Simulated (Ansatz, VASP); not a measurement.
## Ba in VASP and in Ansatz

INCAR

```
SYSTEM = Ba
PREC = Accurate
ENCUT = 520
EDIFF = 1E-8
ISMEAR = -1
SIGMA = 0.05
LREAL = .FALSE.
LASPH = .TRUE.
NELM = 100
ALGO = Normal
ISIF = 2
LWAVE = .FALSE.
LCHARG = .FALSE.
GGA = PS
LEFG = .TRUE.
NBANDS = 11
```

KPOINTS

```
regular mesh
0
G
  10 10 10
  0 0 0
```

The input POSCAR:

```
Ba
1.0
   -2.5250000000      2.5250000000      2.5000000000
    2.5250000000     -2.5250000000      2.5000000000
    2.5250000000      2.5250000000     -2.5000000000
Ba
1
Direct
    0.0000000000      0.0000000000      0.0000000000
```

Input for Ansatz:

```yaml
crystal:
  lattice:
    - [-2.525, 2.525, 2.5]
    - [2.525, -2.525, 2.5]
    - [2.525, 2.525, -2.5]
  atoms:
    - { symbol: Ba, position: [0.0, 0.0, 0.0] }
kpoints:
  mp_grid: { grid: [10, 10, 10] }
scf:
  occupations: { method: fermi_dirac, width: 0.05 }
hamiltonian:
  xc: pbesol
  pseudopotentials: { kind: all_electron, datasets: crystal }
output:
  forces: true
  stress: true
  eigenvalues: true
  efg: { contact_densities: true }
```

Change from the starting cell: equal xx and yy strain of +1 %, crystal datasets.

Alike in both runs: task electric field gradients; functional PBEsol; k mesh 10 × 10 × 10; occupations fermi-dirac, width 0.05 eV; no spin polarisation.

```csv
,VASP,Ansatz
version,VASP 6.6.1,Ansatz 0.2.0
potentials or method,"VASP PAW PBE potentials, release 64 (Ba_sv), cutoff 520 eV","all-electron PAW with datasets made for the crystal, scalar-relativistic"
```

|  | VASP | Ansatz | Ansatz less VASP |
| --- | --- | --- | --- |
| pressure (GPa) | -0.7 | -0.7 | -0.05 |

VASP's potentials were made for PBE, not for PBEsol. Ansatz ran all-electron here, and VASP with PAW potentials.

Neither program's run includes spin-orbit coupling.
